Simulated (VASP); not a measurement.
# Hf (P6/mmm) in VASP: notebook

Runs on Hf. Level: PBE. Tasks: relaxation of shape and atoms at fixed volume, relaxation of cell and atoms.

Program: VASP 6.6.1. These are calculated values, not measurements. Logs are shortened: lines on timing, memory, paths and dates and some standing lists are left out, and cuts for length are marked.

## Step 1: The cell of the first run

Symmetry: P6/mmm, No. 191, hexagonal system. Conventional cell: a = 4.434 Å, b = 4.434 Å, c = 2.755 Å, α = 90.00°, β = 90.00°, γ = 120.00°. Hf (site symmetry 6/mmm) has 14 Hf at 2.76 to 2.91 Å within 3.6 Å. Within 3.4 Å of Hf (site symmetry -6m2) lie 11 Hf at 2.56 to 2.91 Å.

## Step 2: Relaxation of shape and atoms at fixed volume, PBE

The input, INCAR:

```
SYSTEM = Hf
PREC = Accurate
ENCUT = 600
EDIFF = 1E-6
ISMEAR = -1
SIGMA = 0.08
LREAL = .FALSE.
LASPH = .TRUE.
NELM = 100
ALGO = Normal
ISIF = 4
LWAVE = .FALSE.
LCHARG = .FALSE.
GGA = PE
IBRION = 2
NSW = 50
EDIFFG = -0.005
```

The input, KPOINTS:

```
regular mesh
0
G
  8 8 11
  0 0 0
```

The input, POSCAR:

```
Hf
1.0
    4.4336783653      0.0000000000      0.0000000000
   -2.2168391827      3.8396780965      0.0000000000
    0.0000000000      0.0000000000      2.7551156142
Hf
3
Direct
    0.0000000000      0.0000000000      0.0000000000
    0.3333333333      0.6666666667      0.5000000000
    0.6666666667      0.3333333333      0.5000000000
```

Potentials or basis: VASP PAW PBE potentials, release 64 (Hf_pv).

The run is started by

```sh
$ cat potpaw_PBE.64/Hf_pv/POTCAR > POTCAR
$ mpirun -np 1 vasp_std > vasp.out
```

OUTCAR:

```text
SYSTEM = Hf
   PREC = Accurate
   ENCUT = 600
   EDIFF = 1E-6
   ISMEAR = -1
   LREAL = .FALSE.
   LASPH = .TRUE.
   NELM = 100
   ISIF = 4
   GGA = PE
   IBRION = 2
   NSW = 50
   EDIFFG = -0.005

 ion  position               nearest neighbor table
   1  0.000  0.000  0.000-   2 2.91   3 2.91   2 2.91   3 2.91   2 2.91   2 2.91   3 2.91   3 2.91
                             3 2.91   3 2.91   2 2.91   2 2.91
   2  0.333  0.667  0.500-   3 2.56   3 2.56   3 2.56   1 2.91   1 2.91   1 2.91   1 2.91   1 2.91
                             1 2.91   3 3.76   3 3.76   3 3.76   3 3.76   3 3.76   3 3.76
   3  0.667  0.333  0.500-   2 2.56   2 2.56   2 2.56   1 2.91   1 2.91   1 2.91   1 2.91   1 2.91
                             1 2.91   2 3.76   2 3.76   2 3.76   2 3.76   2 3.76   2 3.76

  LATTYP: Found a hexagonal cell.
 ALAT       =     4.4336783653
 C/A-ratio  =     0.6214062878

  Lattice vectors:

 A1 = (   4.4336783653,   0.0000000000,   0.0000000000)
 A2 = (  -2.2168391827,   3.8396780965,   0.0000000000)
 A3 = (   0.0000000000,   0.0000000000,   2.7551156142)

Analysis of symmetry for initial positions (statically):
=====================================================================
 Subroutine PRICEL returns:
 Original cell was already a primitive cell.

 Routine SETGRP: Setting up the symmetry group for a
 hexagonal supercell.

 Subroutine GETGRP returns: Found 24 space group operations
 (whereof 24 operations were pure point group operations)
 out of a pool of 24 trial point group operations.

The static configuration has the point symmetry D_6h.

Analysis of symmetry for dynamics (positions and initial velocities):
=====================================================================
 Subroutine PRICEL returns:
 Original cell was already a primitive cell.

 Routine SETGRP: Setting up the symmetry group for a
 hexagonal supercell.

 Subroutine GETGRP returns: Found 24 space group operations
 (whereof 24 operations were pure point group operations)
 out of a pool of 24 trial point group operations.

The dynamic configuration has the point symmetry D_6h.

 Subroutine INISYM returns: Found 24 space group operations
 (whereof 24 operations are pure point group operations),
 and found     1 'primitive' translations

----------------------------------------------------------------------------------------

                                     Primitive cell

  volume of cell :      46.9028

  direct lattice vectors                    reciprocal lattice vectors
     4.433678365  0.000000000  0.000000000     0.225546356  0.130219249  0.000000000
    -2.216839183  3.839678097  0.000000000     0.000000000  0.260438499  0.000000000
     0.000000000  0.000000000  2.755115614     0.000000000  0.000000000  0.362961175

  length of vectors
     4.433678365  4.433678365  2.755115614     0.260438499  0.260438499  0.362961175

  position of ions in fractional coordinates (direct lattice)
     0.000000000  0.000000000  0.000000000
     0.333333333  0.666666667  0.500000000
     0.666666667  0.333333333  0.500000000

  ion indices of the primitive-cell ions
   primitive index   ion index
                 1           1
                 2           2
                 3           3

----------------------------------------------------------------------------------------

 KPOINTS: regular mesh

Automatic generation of k-mesh.
 Grid dimensions read from file:
 generate k-points for:    8    8   11

 Generating k-lattice:

  Cartesian coordinates                     Fractional coordinates (reciprocal lattice)
     0.028193295  0.016277406  0.000000000     0.125000000 -0.000000000  0.000000000
     0.000000000  0.032554812  0.000000000     0.000000000  0.125000000  0.000000000
     0.000000000  0.000000000  0.032996470     0.000000000  0.000000000  0.090909091

  Length of vectors
     0.032554812  0.032554812  0.032996470

  Shift w.r.t. Gamma in fractional coordinates (k-lattice)
     0.000000000  0.000000000  0.000000000

 Subroutine IBZKPT returns following result:
 ===========================================

 Found     60 irreducible k-points:

 Following reciprocal coordinates:
            Coordinates               Weight
  0.000000  0.000000  0.000000      1.000000
  0.125000  0.000000  0.000000      6.000000
  0.250000  0.000000  0.000000      6.000000
  0.375000  0.000000  0.000000      6.000000
  0.500000  0.000000  0.000000      3.000000
  0.125000  0.125000  0.000000      6.000000
[... 16 lines left out ...]
  0.250000  0.000000  0.181818     12.000000
  0.375000  0.000000  0.181818     12.000000
 [... further k-points ...]
   k-points           NKPTS =     60   k-points in BZ     NKDIM =     60   number of bands    NBANDS=     19
   number of dos      NEDOS =    301   number of ions     NIONS =      3
   total plane-waves  NPLWV =  31104
   dimension x,y,z NGX =    36 NGY =   36 NGZ =   24
   dimension x,y,z NGXF=    72 NGYF=   72 NGZF=   48
   ions per type =               3
   NGX,Y,Z   is equivalent  to a cutoff of  13.50, 13.50, 14.48 a.u.
   NGXF,Y,Z  is equivalent  to a cutoff of  27.00, 27.00, 28.96 a.u.
 SYSTEM =  Hf
   PREC   = accura    normal or accurate (medium, high low for compatibility)
   ISTART =      0    job   : 0-new  1-cont  2-samecut
   ICHARG =      2    charge: 1-file 2-atom 10-const
   ISPIN  =      1    spin polarized calculation?
   LNONCOLLINEAR =      F non collinear calculations
   LSORBIT =      F    spin-orbit coupling
   LASPH  =      T    aspherical Exc in radial PAW
   ENCUT  =  600.0 eV  44.10 Ry    6.64 a.u.   8.86  8.86  5.50*2*pi/ulx,y,z
   NELM   =    100;   NELMIN=  2; NELMDL= -5     # of ELM steps
   EDIFF  = 0.1E-05   stopping-criterion for ELM
   LREAL  =      F    real-space projection
   EDIFFG = -.5E-02   stopping-criterion for IOM
   NSW    =     50    number of steps for IOM
   IBRION =      2    ionic relax: 0-MD 1-quasi-New 2-CG
   NFREE  =      1    steps in history (QN), initial steepest desc. (CG)
   ISIF   =      4    stress and relaxation
   ISYM   =      2    0-nonsym 1-usesym 2-fastsym
   POTIM  = 0.5000    time-step for ionic-motion
   TEBEG  =    0.0;   TEEND  =   0.0 temperature during run
   PSTRESS=    0.0 pullay stress
   NELECT =      30.0000    total number of electrons
   NUPDOWN=      -1.0000    fix difference up-down
   EMIN   =  10.00;   EMAX   =-10.00  energy-range for DOS
   EFERMI =   0.00;   METHOD = LEGACY
   ISMEAR =    -1;   SIGMA  =   0.08  broadening in eV -4-tet -1-fermi 0-gaus
   EFERMI_NEDOS =   21; number of points for ismear=-14 and -15
   IALGO  =     38    algorithm
   IMIX   =      4    mixing-type and parameters
     AMIX     =   0.40;   BMIX     =  1.00
     AMIX_MAG =   1.60;   BMIX_MAG =  1.00
  volume/ion in A,a.u.               =      15.63       105.51
  Fermi-wavevector in a.u.,A,eV,Ry     =   1.410530  2.665515 27.070079  1.989595
  Thomas-Fermi vector in A             =   2.532474
   LORBIT       =      0    0 simple, 1 ext, 2 COOP (PROOUT), +10 PAW based schemes
   GGA     = PE    functional components
   LHFCALC =     F    Hartree Fock is set to
   AEXX    =    0.0000 exact exchange contribution
   IVDW    =     0    specifies the selected vdW correction
   LEPSILON=     F    determine dielectric tensor
   LRPA    =     F    only Hartree local field effects (RPA)
 conjugate gradient relaxation of ions
 non-spin polarized calculation
  energy-cutoff  :      600.00
  volume of cell :       46.90
 maximum number of plane-waves:      1589
 NGX is ok and might be reduce to    36
   NGX = 17   NGY = 17   NGZ = 11

--------------------------------------- Ionic step        1  -------------------------------------------

 number of electron      30.0000000 magnetization

 Free energy of the ion-electron system (eV)
  ---------------------------------------------------
  ext. energy  EPLUGINS =         0.00000000
  ---------------------------------------------------
  free energy    TOTEN  =       -26.31268312 eV

  energy without entropy =      -26.27027684  energy(sigma->0) =      -26.29147998

------------------------ aborting loop because EDIFF is reached ----------------------------------------

  FORCE on cell =-STRESS in cart. coord.  units (eV):
  Direction    XX          YY          ZZ          XY          YZ          ZX
  --------------------------------------------------------------------------------------
  -------------------------------------------------------------------------------------
  Total       20.7739051     20.7739051     20.7247468     -0.0000000      0.0000000      0.0000000
  in kB      709.6266169    709.6266168    707.9473944     -0.0000000      0.0000000      0.0000000
  external PRESSURE =     709.0668760 kB  Pullay stress =       0.0000000 kB

 VOLUME and BASIS-vectors are now :
 -----------------------------------------------------------------------------
  energy-cutoff  :      600.00
  volume of cell :       46.90
      direct lattice vectors                 reciprocal lattice vectors
     4.433678365  0.000000000  0.000000000     0.225546356  0.130219249  0.000000000
    -2.216839183  3.839678097  0.000000000     0.000000000  0.260438499  0.000000000
     0.000000000  0.000000000  2.755115614     0.000000000  0.000000000  0.362961175
[... 38 lines left out ...]
 POSITION                                       TOTAL-FORCE (eV/Angst)
 -----------------------------------------------------------------------------------
      4.43485     -0.00000      0.00000        -0.000000     -0.000000      0.000000
     -0.00000      2.56046      1.37683        -0.000000      0.000000     -0.000000
      2.21742      1.28023      1.37683         0.000000     -0.000000      0.000000
 -----------------------------------------------------------------------------------
    total drift:                                0.000000      0.000000     -0.000000

  FREE ENERGIE OF THE ION-ELECTRON SYSTEM (eV)
  ---------------------------------------------------
  free  energy   TOTEN  =       -26.3126863755 eV

  energy  without entropy=      -26.2702039226  energy(sigma->0) =      -26.29144515

--------------------------------------- Ionic step        3  -------------------------------------------

 number of electron      30.0000000 magnetization

 Free energy of the ion-electron system (eV)
  ---------------------------------------------------
  ext. energy  EPLUGINS =         0.00000000
  ---------------------------------------------------
  free energy    TOTEN  =       -26.31269053 eV

  energy without entropy =      -26.27023524  energy(sigma->0) =      -26.29146288

 E-fermi :   7.4448     XC(G=0): -13.0311

 val. band max:        7.4079478784   @ k =   0.2500   0.2500   0.0909
 cond. band min:       7.4617214180   @ k =   0.3750   0.0000   0.0000
 fundamental gap:      0.0537735395
 Fermi energy:         7.4448105801

 k-point     1 :       0.0000    0.0000    0.0000
  band No.  band energies     occupation
      1     -23.2614      2.00000
      2     -23.2614      2.00000
      3     -22.8414      2.00000
      4     -22.8414      2.00000
      5     -21.8838      2.00000
      6     -21.2865      2.00000
[... 11 lines left out ...]
     18      10.1118      0.00000
     19      10.1118      0.00000
[... 485 lines left out ...]
 k-point    24 :       0.3750    0.0000    0.1818
  band No.  band energies     occupation
      1     -23.6363      2.00000
      2     -23.1425      2.00000
      3     -22.5125      2.00000
      4     -22.1406      2.00000
      5     -22.1136      2.00000
      6     -21.7732      2.00000
[... 11 lines left out ...]
     18       8.9700      0.00000
     19       9.9340      0.00000

 [... further k-points ...]

------------------------ aborting loop because EDIFF is reached ----------------------------------------

  FORCE on cell =-STRESS in cart. coord.  units (eV):
  Direction    XX          YY          ZZ          XY          YZ          ZX
  --------------------------------------------------------------------------------------
  -------------------------------------------------------------------------------------
  Total       20.7569897     20.7569897     20.7602864     -0.0000000      0.0000000     -0.0000000
  in kB      709.0487956    709.0487955    709.1614095     -0.0000000      0.0000000     -0.0000000
  external PRESSURE =     709.0863335 kB  Pullay stress =       0.0000000 kB

 VOLUME and BASIS-vectors are now :
 -----------------------------------------------------------------------------
  energy-cutoff  :      600.00
  volume of cell :       46.90
      direct lattice vectors                 reciprocal lattice vectors
     4.434353665 -0.000000000  0.000000000     0.225512008  0.130199419 -0.000000000
    -2.217176833  3.840262924 -0.000000000     0.000000000  0.260398837 -0.000000000
     0.000000000  0.000000000  2.754276534    -0.000000000 -0.000000000  0.363071750

 POSITION                                       TOTAL-FORCE (eV/Angst)
 -----------------------------------------------------------------------------------
     -0.00000      0.00000      0.00000        -0.000000      0.000000      0.000000
     -0.00000      2.56018      1.37714        -0.000000      0.000000     -0.000000
      2.21718      1.28009      1.37714         0.000000     -0.000000      0.000000
 -----------------------------------------------------------------------------------
    total drift:                                0.000000      0.000000     -0.000000

  FREE ENERGIE OF THE ION-ELECTRON SYSTEM (eV)
  ---------------------------------------------------
  free  energy   TOTEN  =       -26.3126905308 eV

  energy  without entropy=      -26.2702352360  energy(sigma->0) =      -26.29146288

 reached required accuracy - stopping structural energy minimisation
```

It took 54 s on 1 thread of Intel Xeon 6975P-C (Granite Rapids), shared host; peak memory 0.21 GiB.

What came out:

```
Free energy               : -26.3127 eV
Energy gained by relaxing : 0.0 meV/atom
Ionic steps               : 3
Pressure after relaxing   : 70.9 GPa
Band gap on the k mesh    : zero (band 15 reaches 8.10 eV, above the bottom of band 16 at 6.89 eV)
```

Final structure:
```cif
data_structure
_symmetry_space_group_name_H-M 'P 1'
_symmetry_Int_Tables_number 1
_cell_length_a 4.4344
_cell_length_b 4.4344
_cell_length_c 2.7543
_cell_angle_alpha 90.000
_cell_angle_beta 90.000
_cell_angle_gamma 120.000
_cell_volume 46.90
loop_
_atom_site_label
_atom_site_type_symbol
_atom_site_fract_x
_atom_site_fract_y
_atom_site_fract_z
_atom_site_occupancy
Hf1 Hf 0.00000 0.00000 0.00000 1
Hf2 Hf 0.33333 0.66667 0.50000 1
Hf3 Hf 0.66667 0.33333 0.50000 1
```

Caveat: spin-orbit coupling is left out, which moves the levels of the heavy elements.

## Step 3: Relaxation of shape and atoms at fixed volume, PBE

This run uses another cell than the first one, of 17.87 Å³/atom, 1.143 times its volume.

The input, INCAR:

```
ALGO = Normal
EDIFF = 1E-7
EDIFFG = -0.005
ENCUT = 600
GGA = PE
IBRION = 2
ISIF = 4
ISMEAR = -1
LASPH = True
LCHARG = False
LREAL = False
LWAVE = False
NELM = 100
NSW = 50
PREC = Accurate
SIGMA = 0.08
```

The input, KPOINTS:

```
k-points
0
Gamma
  8 8 11
```

The input, POSCAR:

```
Hf
1.0
    4.6354813024      0.0000000000      0.0000000000
   -2.3177406512      4.0144445666      0.0000000000
    0.0000000000      0.0000000000      2.8805172282
Hf
3
Direct
    0.0000000000      0.0000000000      0.0000000000
    0.3333333333      0.6666666667      0.5000000000
    0.6666666667      0.3333333333      0.5000000000
```

Potentials or basis: VASP PAW PBE potentials, release 64 (Hf_pv).

The run is started by

```sh
$ cat potpaw_PBE.64/Hf_pv/POTCAR > POTCAR
$ mpirun -np 1 vasp_std > vasp.out
```

Run time: 90 s. Hardware: 1 thread of Intel Xeon 6975P-C (Granite Rapids), shared host; peak memory 0.23 GiB.

Results (log left out):

- Free energy: -28.4594 eV
- Energy gained by relaxing: 0.1 meV/atom
- Ionic steps: 3
- Pressure after relaxing: 34.8 GPa
- Band gap on the k mesh: zero (band 15 reaches 6.94 eV, above the bottom of band 16 at 5.90 eV)

Step by step:
```
step  energy change (eV)  largest force (eV/Å)  pressure (GPa)  volume (Å³)
   1              0.0000                0.0000           34.83        53.60
   2             -0.0001                0.0000           34.84        53.60
   3             -0.0002                0.0000           34.83        53.60
```

Final structure:
```
Hf
1.0
     4.63204    0.00000    0.00000
    -2.31602    4.01147    0.00000
     0.00000    0.00000    2.88479
Hf
3
Cartesian
  0.0000 0.0000 0.0000
  0.0000 2.6743 1.4424
  2.3160 1.3372 1.4424
```

Levels at points of the mesh, in eV from the Fermi level:
| k point | band 13 | band 14 | band 15 | band 16 | band 17 | band 18 |
| --- | --- | --- | --- | --- | --- | --- |
| (0.00, 0.00, 0.00) | -0.53 | -0.53 | -0.49 | -0.49 | 1.26 | 2.45 |
| (0.50, 0.00, 0.00) | -0.81 | -0.79 | -0.59 | 0.00 | 1.02 | 1.64 |

Caveat: spin-orbit coupling is left out, which moves the levels of the heavy elements.

## Step 4: Relaxation of cell and atoms, PBE

This run uses another cell than the first one, of 22.56 Å³/atom, 1.443 times its volume.

The input, INCAR:

```
  ALGO = Normal
  EDIFF = 1E-6
  EDIFFG = -0.005
  ENCUT = 600
  GGA = PE
  IBRION = 2
  ISIF = 3
  ISMEAR = -1
  LASPH = True
  LCHARG = False
  LREAL = False
  LWAVE = False
  NELM = 80
  NSW = 60
  PREC = Accurate
  SIGMA = 0.08
```

KPOINTS is that of step 3.

The input, POSCAR:

```
Hf
1.0
    5.0140165103      0.0000000000      0.0000000000
   -2.5070082552      4.3422656729      0.0000000000
    0.0000000000      0.0000000000      3.1086902364
Hf
3
Direct
    0.0000000000      0.0000000000      0.0000000000
    0.3333333333      0.6666666667      0.5000000000
    0.6666666667      0.3333333333      0.5000000000
```

The run is started by

```sh
$ cat potpaw_PBE.64/Hf_pv/POTCAR > POTCAR
$ mpirun -np 1 vasp_std > vasp.out
```

Wall time 2.1 min (1 thread of Intel Xeon 6975P-C (Granite Rapids), shared host); peak memory 0.25 GiB.

Results (log left out):

| Property | Result |
| --- | --- |
| Free energy | -29.6703 eV |
| Relaxed volume | 22.24 Å³/atom |
| Relaxed cell | a = 4.985 Å, b = 4.985 Å, c = 3.101 Å, α = 90.00°, β = 90.00°, γ = 120.00° |
| Space group after relaxing (to 0.05 Å) | P6/mmm (No. 191) |
| Energy gained by relaxing | 1.6 meV/atom |
| Ionic steps | 4 |
| Pressure after relaxing | 0.0 GPa |
| Band gap on the k mesh | zero (band 15 reaches 5.08 eV, above the bottom of band 16 at 4.16 eV) |

Step by step:
| step | energy change (eV) | largest force (eV/Å) | pressure (GPa) | volume (Å³) |
| --- | --- | --- | --- | --- |
| 1 | 0.0000 | 0.0000 | -1.49 | 67.68 |
| 2 | 0.0013 | 0.0000 | 1.82 | 65.64 |
| 3 | -0.0047 | 0.0000 | 0.02 | 66.71 |
| 4 | -0.0048 | 0.0000 | 0.00 | 66.73 |

Final structure:
```
Hf
1.0
     4.98471    0.00000    0.00000
    -2.49236    4.31689    0.00000
     0.00000    0.00000    3.10086
Hf
3
Direct
  0.00000 0.00000 0.00000
  0.33333 0.66667 0.50000
  0.66667 0.33333 0.50000
```

Levels at points of the mesh, in eV from the Fermi level:
```csv
k point,band 12,band 13,band 14,band 15,band 16,band 17,band 18,band 19
"(0.00, 0.00, 0.00)",-0.63,-0.63,-0.61,-0.60,-0.60,1.12,2.14,2.14
"(0.50, 0.00, 0.00)",-3.50,-0.44,-0.38,-0.33,0.21,0.88,1.04,1.59
```

Caveat: spin-orbit coupling is left out, which moves the levels of the heavy elements.

## Step 5: Summary

```csv
task,cell,gap on the mesh (eV),pressure (GPa)
relaxation of shape and atoms at fixed volume,"relaxed from a = 4.434, b = 4.434, c = 2.755 Å, angles 90.0, 90.0, 120.0°, 3 atoms",none,70.9
relaxation of shape and atoms at fixed volume,"relaxed from a = 4.635, b = 4.635, c = 2.881 Å, angles 90.0, 90.0, 120.0°, 3 atoms",none,34.8
relaxation of cell and atoms,"relaxed from a = 5.014, b = 5.014, c = 3.109 Å, angles 90.0, 90.0, 120.0°, 3 atoms",none,0.0
```

Alike in all rows: level PBE; potentials or basis VASP PAW PBE potentials, release 64 (Hf_pv); no spin polarisation; k mesh 8 × 8 × 11; cutoff (eV) 600; smearing fermi-dirac 0.08 eV.

Caveats: spin-orbit coupling is left out, which moves the levels of the heavy elements.

Absolute energies hang on the potentials; compare differences alone.
